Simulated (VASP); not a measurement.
# NbRu3 (Pm-3m) in VASP: a series of runs

NbRu3 is run at these levels: LDA; tasks: single point.

Everything below comes from runs of VASP 6.6.1. Logs are shortened: lines on timing, memory, paths and dates and some standing lists are left out, and cuts for length are marked.

## Step 1: The cell of the first run

The structure is cubic, space group Pm-3m (No. 221). Conventional cell: a = 3.828 Å, b = 3.828 Å, c = 3.828 Å, α = 90.00°, β = 90.00°, γ = 90.00°. Within 3.6 Å of Nb (site symmetry m-3m) lie 12 Ru at 2.71 Å. Ru (site symmetry 4/mmm) has 4 Nb at 2.71 Å and 8 Ru at 2.71 Å within 3.6 Å.

## Step 2: Single point, LDA (14.02 Å³/atom)

File INCAR:

```
SYSTEM = NbRu3
PREC = Accurate
ENCUT = 520
EDIFF = 1E-6
ISMEAR = -1
SIGMA = 0.05
LREAL = .False.
LASPH = .True.
NELM = 100
ALGO = Normal
ISIF = 2
LWAVE = .False.
LCHARG = .False.
NBANDS = 36
```

File KPOINTS:

```
regular mesh
0
Gamma
  9 9 9
  0 0 0
```

File POSCAR:

```
NbRu3
1.0
    3.8275611394      0.0000000000      0.0000000000
    0.0000000000      3.8275611394      0.0000000000
    0.0000000000      0.0000000000      3.8275611394
Nb Ru
1 3
Direct
    0.0000000000      0.0000000000      0.0000000000
    0.0000000000      0.5000000000      0.5000000000
    0.5000000000      0.0000000000      0.5000000000
    0.5000000000      0.5000000000      0.0000000000
```

Potentials or basis: VASP PAW LDA potentials, release 64 (Nb_sv, Ru_pv).

Started as:

```
$ cat potpaw_LDA.64/Nb_sv/POTCAR potpaw_LDA.64/Ru_pv/POTCAR > POTCAR
$ mpirun -np 1 vasp_std > vasp.out
```

OUTCAR:

```text
SYSTEM = NbRu3
   PREC = Accurate
   ENCUT = 520
   EDIFF = 1E-6
   ISMEAR = -1
   LREAL = .False.
   LASPH = .True.
   NELM = 100
   ISIF = 2

 ion  position               nearest neighbor table
   1  0.000  0.000  0.000-   2 2.71   3 2.71   4 2.71   2 2.71   3 2.71   2 2.71   4 2.71   2 2.71
                             3 2.71   4 2.71   3 2.71   4 2.71
   2  0.000  0.500  0.500-   1 2.71   3 2.71   4 2.71   1 2.71   4 2.71   1 2.71   3 2.71   1 2.71
                             3 2.71   4 2.71   4 2.71   3 2.71
   3  0.500  0.000  0.500-   1 2.71   2 2.71   4 2.71   1 2.71   4 2.71   2 2.71   4 2.71   4 2.71
                             1 2.71   2 2.71   1 2.71   2 2.71
   4  0.500  0.500  0.000-   1 2.71   2 2.71   3 2.71   2 2.71   3 2.71   1 2.71   3 2.71   3 2.71
                             1 2.71   2 2.71   2 2.71   1 2.71

  LATTYP: Found a simple cubic cell.
 ALAT       =     3.8275611394

  Lattice vectors:

 A1 = (   3.8275611394,   0.0000000000,   0.0000000000)
 A2 = (   0.0000000000,   3.8275611394,   0.0000000000)
 A3 = (   0.0000000000,   0.0000000000,   3.8275611394)

Analysis of symmetry for initial positions (statically):
=====================================================================
 Subroutine PRICEL returns:
 Original cell was already a primitive cell.

 Routine SETGRP: Setting up the symmetry group for a
 simple cubic supercell.

 Subroutine GETGRP returns: Found 48 space group operations
 (whereof 48 operations were pure point group operations)
 out of a pool of 48 trial point group operations.

The static configuration has the point symmetry O_h .

Analysis of symmetry for dynamics (positions and initial velocities):
=====================================================================
 Subroutine PRICEL returns:
 Original cell was already a primitive cell.

 Routine SETGRP: Setting up the symmetry group for a
 simple cubic supercell.

 Subroutine GETGRP returns: Found 48 space group operations
 (whereof 48 operations were pure point group operations)
 out of a pool of 48 trial point group operations.

The dynamic configuration has the point symmetry O_h .

 Subroutine INISYM returns: Found 48 space group operations
 (whereof 48 operations are pure point group operations),
 and found     1 'primitive' translations

----------------------------------------------------------------------------------------

                                     Primitive cell

  volume of cell :      56.0746

  direct lattice vectors                    reciprocal lattice vectors
     3.827561139  0.000000000  0.000000000     0.261262972  0.000000000  0.000000000
     0.000000000  3.827561139  0.000000000     0.000000000  0.261262972  0.000000000
     0.000000000  0.000000000  3.827561139     0.000000000  0.000000000  0.261262972

  length of vectors
     3.827561139  3.827561139  3.827561139     0.261262972  0.261262972  0.261262972

  position of ions in fractional coordinates (direct lattice)
     0.000000000  0.000000000  0.000000000
     0.000000000  0.500000000  0.500000000
     0.500000000  0.000000000  0.500000000
     0.500000000  0.500000000  0.000000000

  ion indices of the primitive-cell ions
   primitive index   ion index
                 1           1
                 2           2
                 3           3
                 4           4

----------------------------------------------------------------------------------------

 KPOINTS: regular mesh

Automatic generation of k-mesh.
 Grid dimensions read from file:
 generate k-points for:    9    9    9

 Generating k-lattice:

  Cartesian coordinates                     Fractional coordinates (reciprocal lattice)
     0.029029219  0.000000000  0.000000000     0.111111111  0.000000000  0.000000000
     0.000000000  0.029029219  0.000000000     0.000000000  0.111111111  0.000000000
     0.000000000  0.000000000  0.029029219     0.000000000  0.000000000  0.111111111

  Length of vectors
     0.029029219  0.029029219  0.029029219

  Shift w.r.t. Gamma in fractional coordinates (k-lattice)
     0.000000000  0.000000000  0.000000000

 Subroutine IBZKPT returns following result:
 ===========================================

 Found     35 irreducible k-points:

 Following reciprocal coordinates:
            Coordinates               Weight
  0.000000  0.000000  0.000000      1.000000
  0.111111  0.000000  0.000000      6.000000
  0.222222  0.000000  0.000000      6.000000
  0.333333  0.000000  0.000000      6.000000
  0.444444  0.000000  0.000000      6.000000
  0.111111  0.111111  0.000000     12.000000
[... 16 lines left out ...]
  0.333333  0.333333  0.111111     24.000000
  0.444444  0.333333  0.111111     48.000000
 [... further k-points ...]
   k-points           NKPTS =     35   k-points in BZ     NKDIM =     35   number of bands    NBANDS=     36
   number of dos      NEDOS =    301   number of ions     NIONS =      4
   total plane-waves  NPLWV =  21952
   dimension x,y,z NGX =    28 NGY =   28 NGZ =   28
   dimension x,y,z NGXF=    56 NGYF=   56 NGZF=   56
   ions per type =               1   3
   NGX,Y,Z   is equivalent  to a cutoff of  12.16, 12.16, 12.16 a.u.
   NGXF,Y,Z  is equivalent  to a cutoff of  24.32, 24.32, 24.32 a.u.
 SYSTEM =  NbRu3
   PREC   = accura    normal or accurate (medium, high low for compatibility)
   ISTART =      0    job   : 0-new  1-cont  2-samecut
   ICHARG =      2    charge: 1-file 2-atom 10-const
   ISPIN  =      1    spin polarized calculation?
   LNONCOLLINEAR =      F non collinear calculations
   LSORBIT =      F    spin-orbit coupling
   LASPH  =      T    aspherical Exc in radial PAW
   ENCUT  =  520.0 eV  38.22 Ry    6.18 a.u.   7.12  7.12  7.12*2*pi/ulx,y,z
   NELM   =    100;   NELMIN=  2; NELMDL= -5     # of ELM steps
   EDIFF  = 0.1E-05   stopping-criterion for ELM
   LREAL  =      F    real-space projection
   EDIFFG = 0.1E-04   stopping-criterion for IOM
   NSW    =      0    number of steps for IOM
   IBRION =     -1    ionic relax: 0-MD 1-quasi-New 2-CG
   NFREE  =      0    steps in history (QN), initial steepest desc. (CG)
   ISIF   =      2    stress and relaxation
   ISYM   =      2    0-nonsym 1-usesym 2-fastsym
   POTIM  = 0.5000    time-step for ionic-motion
   TEBEG  =    0.0;   TEEND  =   0.0 temperature during run
   PSTRESS=    0.0 pullay stress
   NELECT =      55.0000    total number of electrons
   NUPDOWN=      -1.0000    fix difference up-down
   EMIN   =  10.00;   EMAX   =-10.00  energy-range for DOS
   EFERMI =   0.00;   METHOD = LEGACY
   ISMEAR =    -1;   SIGMA  =   0.05  broadening in eV -4-tet -1-fermi 0-gaus
   EFERMI_NEDOS =   21; number of points for ismear=-14 and -15
   IALGO  =     38    algorithm
   IMIX   =      4    mixing-type and parameters
     AMIX     =   0.40;   BMIX     =  1.00
     AMIX_MAG =   1.60;   BMIX_MAG =  1.00
  volume/ion in A,a.u.               =      14.02        94.60
  Fermi-wavevector in a.u.,A,eV,Ry     =   1.626573  3.073777 35.997480  2.645740
  Thomas-Fermi vector in A             =   2.719510
   LORBIT       =      0    0 simple, 1 ext, 2 COOP (PROOUT), +10 PAW based schemes
   GGA     = CA    functional components
   LHFCALC =     F    Hartree Fock is set to
   AEXX    =    0.0000 exact exchange contribution
   IVDW    =     0    specifies the selected vdW correction
   LEPSILON=     F    determine dielectric tensor
   LRPA    =     F    only Hartree local field effects (RPA)
 non-spin polarized calculation
  energy-cutoff  :      520.00
  volume of cell :       56.07
 maximum number of plane-waves:      1525
   NGX = 15   NGY = 15   NGZ = 15

 number of electron      55.0000009 magnetization

 Free energy of the ion-electron system (eV)
  ---------------------------------------------------
  ext. energy  EPLUGINS =         0.00000000
  ---------------------------------------------------
  free energy    TOTEN  =       -43.84199595 eV

  energy without entropy =      -43.79967714  energy(sigma->0) =      -43.82083654

 E-fermi :  12.7289     XC(G=0): -14.1510

 val. band max:       12.7067443363   @ k =   0.2222   0.1111   0.0000
 cond. band min:      12.7386944504   @ k =   0.2222   0.2222   0.2222
 fundamental gap:      0.0319501141
 Fermi energy:        12.7288873302

 k-point     1 :       0.0000    0.0000    0.0000
  band No.  band energies     occupation
      1     -41.6279      2.00000
      2     -29.8834      2.00000
      3     -29.8834      2.00000
      4     -29.8834      2.00000
      5     -29.4410      2.00000
      6     -29.4410      2.00000
[... 28 lines left out ...]
     35      17.7334      0.00000
     36      17.7334      0.00000

 k-point     2 :       0.1111    0.0000    0.0000
  band No.  band energies     occupation
      1     -41.6282      2.00000
      2     -29.8715      2.00000
      3     -29.8715      2.00000
      4     -29.8636      2.00000
      5     -29.4448      2.00000
      6     -29.4448      2.00000
[... 28 lines left out ...]
     35      17.7209      0.00000
     36      18.6714      0.00000

 k-point     3 :       0.2222    0.0000    0.0000
  band No.  band energies     occupation
      1     -41.6290      2.00000
      2     -29.8386      2.00000
      3     -29.8386      2.00000
      4     -29.8065      2.00000
      5     -29.4577      2.00000
      6     -29.4577      2.00000
[... 28 lines left out ...]
     35      17.6920      0.00000
     36      20.2151      0.00000

 k-point     4 :       0.3333    0.0000    0.0000
  band No.  band energies     occupation
      1     -41.6299      2.00000
      2     -29.7941      2.00000
      3     -29.7941      2.00000
      4     -29.7187      2.00000
      5     -29.4808      2.00000
      6     -29.4808      2.00000
[... 28 lines left out ...]
     35      17.6644      0.00000
     36      21.8128      0.00000

 k-point     5 :       0.4444    0.0000    0.0000
  band No.  band energies     occupation
      1     -41.6305      2.00000
      2     -29.7579      2.00000
      3     -29.7579      2.00000
      4     -29.6106      2.00000
      5     -29.5042      2.00000
      6     -29.5042      2.00000
[... 655 lines left out ...]
 k-point    22 :       0.4444    0.2222    0.1111
  band No.  band energies     occupation
      1     -41.6293      2.00000
      2     -29.8482      2.00000
      3     -29.6932      2.00000
      4     -29.6425      2.00000
      5     -29.6080      2.00000
      6     -29.5494      2.00000
[... 28 lines left out ...]
     35      16.3440      0.00000
     36      20.8964      0.00000

 k-point    23 :       0.3333    0.3333    0.1111
  band No.  band energies     occupation
      1     -41.6288      2.00000
      2     -29.8794      2.00000
      3     -29.7178      2.00000
      4     -29.6272      2.00000
      5     -29.6232      2.00000
      6     -29.5117      2.00000
[... 28 lines left out ...]
     35      17.6200      0.00000
     36      19.1674      0.00000

 k-point    24 :       0.4444    0.3333    0.1111
  band No.  band energies     occupation
      1     -41.6285      2.00000
      2     -29.8724      2.00000
      3     -29.7501      2.00000
      4     -29.6176      2.00000
      5     -29.6116      2.00000
      6     -29.5365      2.00000
[... 28 lines left out ...]
     35      16.8803      0.00000
     36      19.6363      0.00000

 [... further k-points ...]

------------------------ aborting loop because EDIFF is reached ----------------------------------------

  FORCE on cell =-STRESS in cart. coord.  units (eV):
  Direction    XX          YY          ZZ          XY          YZ          ZX
  --------------------------------------------------------------------------------------
  -------------------------------------------------------------------------------------
  Total        0.2323489      0.2323489      0.2323489      0.0000000      0.0000000      0.0000000
  in kB        6.6387273      6.6387273      6.6387273      0.0000000      0.0000000      0.0000000
  external PRESSURE =       6.6387273 kB  Pullay stress =       0.0000000 kB

 VOLUME and BASIS-vectors are now :
 -----------------------------------------------------------------------------
  energy-cutoff  :      520.00
  volume of cell :       56.07
      direct lattice vectors                 reciprocal lattice vectors
     3.827561139  0.000000000  0.000000000     0.261262972  0.000000000  0.000000000
     0.000000000  3.827561139  0.000000000     0.000000000  0.261262972  0.000000000
     0.000000000  0.000000000  3.827561139     0.000000000  0.000000000  0.261262972

 POSITION                                       TOTAL-FORCE (eV/Angst)
 -----------------------------------------------------------------------------------
      0.00000      0.00000      0.00000         0.000000      0.000000      0.000000
      0.00000      1.91378      1.91378         0.000000      0.000000      0.000000
      1.91378      0.00000      1.91378         0.000000      0.000000      0.000000
      1.91378      1.91378      0.00000         0.000000      0.000000      0.000000
 -----------------------------------------------------------------------------------
    total drift:                                0.000000      0.000000      0.000000

  FREE ENERGIE OF THE ION-ELECTRON SYSTEM (eV)
  ---------------------------------------------------
  free  energy   TOTEN  =       -43.8419959471 eV

  energy  without entropy=      -43.7996771361  energy(sigma->0) =      -43.82083654
```

Wall time 31 s (1 thread of Intel Xeon 6975P-C (Granite Rapids), shared host); peak memory 0.18 GiB.

Results:

| Property | Result |
| --- | --- |
| Free energy | -43.8420 eV |
| Pressure | 0.7 GPa |
| Band gap on the k mesh | zero (an odd number of electrons rules out a gap without spin polarisation) |

Levels at points of the mesh, in eV from the Fermi level:
| k point | band 25 | band 26 | band 27 | band 28 | band 29 | band 30 | band 31 | band 32 |
| --- | --- | --- | --- | --- | --- | --- | --- | --- |
| (0.00, 0.00, 0.00) | 0.52 | 1.91 | 2.47 | 2.47 | 2.47 | 3.84 | 3.84 | 4.18 |

(Continued in part 2 of 2.)
